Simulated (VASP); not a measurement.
# Hf in VASP: single point with PBEsol+D3(BJ)

Aim: the single point of Hf with PBEsol+D3(BJ).

Program: VASP 6.6.1. These are calculated values, not measurements. Logs are shortened: lines on timing, memory, paths and dates and some standing lists are left out, and cuts for length are marked.

### Step 1. The cell of the first run

The cell holds a slab with vacuum, 3 atoms: a = 3.124 Å, b = 3.124 Å, c = 24.970 Å, α = 90.00°, β = 90.00°, γ = 120.00°.

### Step 2. Single point, PBEsol+D3(BJ)

Input file INCAR:

```
ALGO = Normal ; DIPOL = 0.5 0.5 0.377
EDIFF = 1E-6 ; ENCUT = 400
GGA = PS ; GGA_COMPAT = False
IDIPOL = 3 ; ISIF = 2
ISMEAR = 1 ; IVDW = 12
LASPH = True ; LCHARG = True
LDIPOL = True ; LELF = True
LREAL = False ; LVACPOTAV = True
LVHAR = True ; LWAVE = False
NBANDS = 22 ; NELM = 120
NELMDL = -8 ; PREC = Accurate
SIGMA = 0.1
```

Input file KPOINTS:

```
k-points
0
Gamma
  12 12 1
```

Input file POSCAR:

```
Hf
1.0
    3.1238469090      0.0000000000      0.0000000000
   -1.5619234545      2.7053307807      0.0000000000
    0.0000000000      0.0000000000     24.9702564757
Hf
3
Direct
    0.6666666667      0.3333333333      0.2803335243
    0.3333333333      0.6666666667      0.3740164636
    0.6666666667      0.3333333333      0.4754059640
```

Potentials or basis: VASP PAW PBE potentials, release 64 (Hf_pv).

On the command line:

```sh
$ cat potpaw_PBE.64/Hf_pv/POTCAR > POTCAR
$ mpirun -np 1 vasp_std > vasp.out
```

OUTCAR:

```text
EDIFF = 1E-6
   ENCUT = 400
   GGA = PS
   ISIF = 2
   ISMEAR = 1
   IVDW = 12
   LASPH = True
   LREAL = False
   NELM = 120
   NELMDL = -8
   PREC = Accurate
 IVDW          = 12

 ion  position               nearest neighbor table
   1  0.667  0.333  0.280-   2 2.95   2 2.95   2 2.95
   2  0.333  0.667  0.374-   1 2.95   1 2.95   1 2.95   3 3.11   3 3.11   3 3.11
   3  0.667  0.333  0.475-   2 3.11   2 3.11   2 3.11

  LATTYP: Found a hexagonal cell.
 ALAT       =     3.1238469090
 C/A-ratio  =     7.9934315615

  Lattice vectors:

 A1 = (   3.1238469090,   0.0000000000,   0.0000000000)
 A2 = (  -1.5619234545,   2.7053307807,   0.0000000000)
 A3 = (   0.0000000000,   0.0000000000,  24.9702564757)

Analysis of symmetry for initial positions (statically):
=====================================================================
 Subroutine PRICEL returns:
 Original cell was already a primitive cell.

 Routine SETGRP: Setting up the symmetry group for a
 hexagonal supercell.

 Subroutine GETGRP returns: Found  6 space group operations
 (whereof  6 operations were pure point group operations)
 out of a pool of 24 trial point group operations.

The static configuration has the point symmetry C_3v.

Analysis of symmetry for dynamics (positions and initial velocities):
=====================================================================
 Subroutine PRICEL returns:
 Original cell was already a primitive cell.

 Routine SETGRP: Setting up the symmetry group for a
 hexagonal supercell.

 Subroutine GETGRP returns: Found  6 space group operations
 (whereof  6 operations were pure point group operations)
 out of a pool of 24 trial point group operations.

The dynamic configuration has the point symmetry C_3v.

 Subroutine INISYM returns: Found  6 space group operations
 (whereof  6 operations are pure point group operations),
 and found     1 'primitive' translations

----------------------------------------------------------------------------------------

                                     Primitive cell

  volume of cell :     211.0246

  direct lattice vectors                    reciprocal lattice vectors
     3.123846909  0.000000000  0.000000000     0.320118120  0.184820283  0.000000000
    -1.561923455  2.705330781  0.000000000     0.000000000  0.369640566  0.000000000
     0.000000000  0.000000000 24.970256476     0.000000000  0.000000000  0.040047646

  length of vectors
     3.123846909  3.123846909 24.970256476     0.369640566  0.369640566  0.040047646

  position of ions in fractional coordinates (direct lattice)
     0.666666667  0.333333333  0.280333524
     0.333333333  0.666666667  0.374016464
     0.666666667  0.333333333  0.475405964

  ion indices of the primitive-cell ions
   primitive index   ion index
                 1           1
                 2           2
                 3           3

----------------------------------------------------------------------------------------

 KPOINTS: k-points

Automatic generation of k-mesh.
 Grid dimensions read from file:
 generate k-points for:   12   12    1

 Generating k-lattice:

  Cartesian coordinates                     Fractional coordinates (reciprocal lattice)
     0.026676510  0.015401690  0.000000000     0.083333333  0.000000000  0.000000000
     0.000000000  0.030803380  0.000000000     0.000000000  0.083333333  0.000000000
     0.000000000  0.000000000  0.040047646     0.000000000  0.000000000  1.000000000

  Length of vectors
     0.030803380  0.030803380  0.040047646

  Shift w.r.t. Gamma in fractional coordinates (k-lattice)
     0.000000000  0.000000000  0.000000000

 Subroutine IBZKPT returns following result:
 ===========================================

 Found     19 irreducible k-points:

 Following reciprocal coordinates:
            Coordinates               Weight
  0.000000  0.000000  0.000000      1.000000
  0.083333  0.000000  0.000000      6.000000
  0.166667  0.000000  0.000000      6.000000
  0.250000  0.000000  0.000000      6.000000
  0.333333  0.000000  0.000000      6.000000
  0.416667  0.000000  0.000000      6.000000
[... 11 lines left out ...]
  0.333333  0.250000  0.000000     12.000000
  0.333333  0.333333  0.000000      2.000000
   k-points           NKPTS =     19   k-points in BZ     NKDIM =     19   number of bands    NBANDS=     22
   number of dos      NEDOS =    301   number of ions     NIONS =      3
   total plane-waves  NPLWV =  67200
   dimension x,y,z NGX =    20 NGY =   20 NGZ =  168
   dimension x,y,z NGXF=    40 NGYF=   40 NGZF=  336
   ions per type =               3
   NGX,Y,Z   is equivalent  to a cutoff of  10.64, 10.64, 11.19 a.u.
   NGXF,Y,Z  is equivalent  to a cutoff of  21.29, 21.29, 22.37 a.u.
 SYSTEM =  unknown system
   PREC   = accura    normal or accurate (medium, high low for compatibility)
   ISTART =      0    job   : 0-new  1-cont  2-samecut
   ICHARG =      2    charge: 1-file 2-atom 10-const
   ISPIN  =      1    spin polarized calculation?
   LNONCOLLINEAR =      F non collinear calculations
   LSORBIT =      F    spin-orbit coupling
   LASPH  =      T    aspherical Exc in radial PAW
   ENCUT  =  400.0 eV  29.40 Ry    5.42 a.u.   5.09  5.09 40.72*2*pi/ulx,y,z
   NELM   =    120;   NELMIN=  2; NELMDL= -8     # of ELM steps
   EDIFF  = 0.1E-05   stopping-criterion for ELM
   LREAL  =      F    real-space projection
[... 7 lines left out ...]
   TEBEG  =    0.0;   TEEND  =   0.0 temperature during run
   PSTRESS=    0.0 pullay stress
   NELECT =      30.0000    total number of electrons
   NUPDOWN=      -1.0000    fix difference up-down
   EMIN   =  10.00;   EMAX   =-10.00  energy-range for DOS
   EFERMI =   0.00;   METHOD = LEGACY
   ISMEAR =     1;   SIGMA  =   0.10  broadening in eV -4-tet -1-fermi 0-gaus
   EFERMI_NEDOS =   21; number of points for ismear=-14 and -15
   IALGO  =     38    algorithm
   IMIX   =      4    mixing-type and parameters
     AMIX     =   0.40;   BMIX     =  1.00
     AMIX_MAG =   1.60;   BMIX_MAG =  1.00
  volume/ion in A,a.u.               =      70.34       474.69
  Fermi-wavevector in a.u.,A,eV,Ry     =   0.854419  1.614618  9.932685  0.730032
  Thomas-Fermi vector in A             =   1.971012
   LORBIT       =      0    0 simple, 1 ext, 2 COOP (PROOUT), +10 PAW based schemes
   GGA     = PS    functional components
   LHFCALC =     F    Hartree Fock is set to
   AEXX    =    0.0000 exact exchange contribution
   IVDW    =    12    specifies the selected vdW correction
   LEPSILON=     F    determine dielectric tensor
   LRPA    =     F    only Hartree local field effects (RPA)
 non-spin polarized calculation
 Methfessel and Paxton  Order N= 1 SIGMA  =   0.10
  energy-cutoff  :      400.00
  volume of cell :      211.02
 maximum number of plane-waves:      3869
   NGX = 11   NGY = 11   NGZ = 81

 dipolmoment           0.000000      0.000000      0.001037 electrons x Angstroem

 number of electron      29.9999995 magnetization

 dipolmoment           0.000000      0.000000     -0.005248 electrons x Angstroem

 Free energy of the ion-electron system (eV)
  ---------------------------------------------------
  ext. energy  EPLUGINS =         0.00000000
  ---------------------------------------------------
  free energy    TOTEN  =       -29.42007310 eV

  energy without entropy =      -29.41924586  energy(sigma->0) =      -29.41979736

 E-fermi :  -1.4204     XC(G=0):  -4.3222

 val. band max:       -1.4302344987   @ k =   0.0833   0.0833   0.0000
 cond. band min:      -1.4191083713   @ k =   0.4167   0.0833   0.0000
 fundamental gap:      0.0111261274
 Fermi energy:        -1.4203520200

 k-point     1 :       0.0000    0.0000    0.0000
  band No.  band energies     occupation
      1     -32.3008      2.00000
      2     -32.1033      2.00000
      3     -31.6199      2.00000
      4     -31.6199      2.00000
      5     -31.5477      2.00000
      6     -31.5477      2.00000
[... 14 lines left out ...]
     21       0.4290     -0.00000
     22       0.4290     -0.00000

 k-point     2 :       0.0833    0.0000    0.0000
  band No.  band energies     occupation
      1     -32.2858      2.00000
      2     -32.1005      2.00000
      3     -31.6705      2.00000
      4     -31.6314      2.00000
      5     -31.6055      2.00000
      6     -31.5600      2.00000
[... 14 lines left out ...]
     21       0.4258     -0.00000
     22       0.6162      0.00000

 k-point     3 :       0.1667    0.0000    0.0000
  band No.  band energies     occupation
      1     -32.2450      2.00000
      2     -32.0952      2.00000
      3     -31.8050      2.00000
      4     -31.7488      2.00000
      5     -31.6626      2.00000
      6     -31.5931      2.00000
[... 14 lines left out ...]
     21       0.5926      0.00000
     22       1.1593      0.00000

 k-point     4 :       0.2500    0.0000    0.0000
  band No.  band energies     occupation
      1     -32.1941      2.00000
      2     -32.0980      2.00000
      3     -31.9767      2.00000
      4     -31.9272      2.00000
      5     -31.7049      2.00000
      6     -31.6378      2.00000
[... 14 lines left out ...]
     21       1.2922      0.00000
     22       1.4704      0.00000

 k-point     5 :       0.3333    0.0000    0.0000
  band No.  band energies     occupation
      1     -32.2054      2.00000
      2     -32.1443      2.00000
      3     -32.0965      2.00000
      4     -32.0504      2.00000
      5     -31.7470      2.00000
      6     -31.6819      2.00000
[... 14 lines left out ...]
     21       1.6618      0.00000
     22       1.7527      0.00000

 k-point     6 :       0.4167    0.0000    0.0000
  band No.  band energies     occupation
      1     -32.3038      2.00000
      2     -32.2512      2.00000
      3     -32.1316      2.00000
      4     -32.0371      2.00000
      5     -31.7776      2.00000
      6     -31.7138      2.00000
[... 14 lines left out ...]
     21       2.0615      0.00000
     22       2.2909      0.00000

 k-point     7 :       0.5000    0.0000    0.0000
  band No.  band energies     occupation
      1     -32.3452      2.00000
      2     -32.2946      2.00000
      3     -32.1466      2.00000
      4     -32.0231      2.00000
      5     -31.7888      2.00000
      6     -31.7254      2.00000
[... 199 lines left out ...]
      6     -31.8366      2.00000
[... 14 lines left out ...]
     21       2.1429      0.00000
     22       2.3872      0.00000

 k-point    16 :       0.4167    0.1667    0.0000
  band No.  band energies     occupation
      1     -32.2850      2.00000
      2     -32.2369      2.00000
      3     -32.1230      2.00000
      4     -32.0077      2.00000
      5     -31.9043      2.00000
      6     -31.8552      2.00000
[... 14 lines left out ...]
     21       2.4588      0.00000
     22       2.7785      0.00000

 k-point    17 :       0.2500    0.2500    0.0000
  band No.  band energies     occupation
      1     -32.2172      2.00000
      2     -32.1603      2.00000
      3     -32.1148      2.00000
      4     -32.0156      2.00000
      5     -31.9263      2.00000
      6     -31.8870      2.00000
[... 14 lines left out ...]
     21       1.9678      0.00000
     22       2.1882      0.00000

 k-point    18 :       0.3333    0.2500    0.0000
  band No.  band energies     occupation
      1     -32.2187      2.00000
      2     -32.1708      2.00000
      3     -32.1097      2.00000
      4     -32.0053      2.00000
      5     -31.9922      2.00000
      6     -31.9584      2.00000
[... 14 lines left out ...]
     21       2.4236      0.00000
     22       2.6884      0.00000

 k-point    19 :       0.3333    0.3333    0.0000
  band No.  band energies     occupation
      1     -32.1562      2.00000
      2     -32.1187      2.00000
      3     -32.1047      2.00000
      4     -32.0751      2.00000
      5     -32.0605      2.00000
      6     -31.9845      2.00000
[... 14 lines left out ...]
     21       2.5010      0.00000
     22       2.9725      0.00000

------------------------ aborting loop because EDIFF is reached ----------------------------------------

 Edisp (eV)   -0.97992

 E8    (eV) :    -0.7577

  FORCE on cell =-STRESS in cart. coord.  units (eV):
  Direction    XX          YY          ZZ          XY          YZ          ZX
  --------------------------------------------------------------------------------------
  -------------------------------------------------------------------------------------
  Total      -2.46193    -2.46193    -0.55911     0.00000     0.00000     0.00000
  in kB     -18.69185   -18.69185    -4.24495     0.00000     0.00000     0.00000
  external pressure =      -13.88 kB  Pullay stress =        0.00 kB

 VOLUME and BASIS-vectors are now :
 -----------------------------------------------------------------------------
  energy-cutoff  :      400.00
  volume of cell :      211.02
      direct lattice vectors                 reciprocal lattice vectors
     3.123846909  0.000000000  0.000000000     0.320118120  0.184820283  0.000000000
    -1.561923455  2.705330781  0.000000000     0.000000000  0.369640566  0.000000000
     0.000000000  0.000000000 24.970256476     0.000000000  0.000000000  0.040047646

 POSITION                                       TOTAL-FORCE (eV/Angst)
 -----------------------------------------------------------------------------------
      1.56192      0.90178      7.00000         0.000000     -0.000000     -0.257121
     -0.00000      1.80355      9.33929        -0.000000     -0.000000      0.700030
      1.56192      0.90178     11.87101        -0.000000      0.000000     -0.442909
 -----------------------------------------------------------------------------------
    total drift:                               -0.000000     -0.000000     -0.000266

  FREE ENERGIE OF THE ION-ELECTRON SYSTEM (eV)
  ---------------------------------------------------
  free  energy   TOTEN  =       -30.3999912608 eV

  energy  without entropy=      -30.3991640140  energy(sigma->0) =      -30.39971551

 vacuum level on the upper side and lower side of the slab         2.891         3.004
```

Run time: 72 s. Hardware: 1 thread of Intel Xeon 6975P-C (Granite Rapids), shared host; peak memory 0.26 GiB.

Results:

```
Free energy                : -30.4000 eV
Largest force              : 0.700 eV/Å
Band gap on the k mesh     : zero (bands 15 and 16 overlap by 1.12 eV)
Dispersion energy per atom : -0.327 eV
```

Forces in eV/Å, atoms in the order of the input:
```
Hf   0.000  0.000 -0.257
Hf   0.000  0.000  0.700
Hf   0.000  0.000 -0.443
```

Caveat: the PAW data sets were made with another functional, which shifts forces and pressure a little; spin-orbit coupling is left out, which moves the levels of the heavy elements.
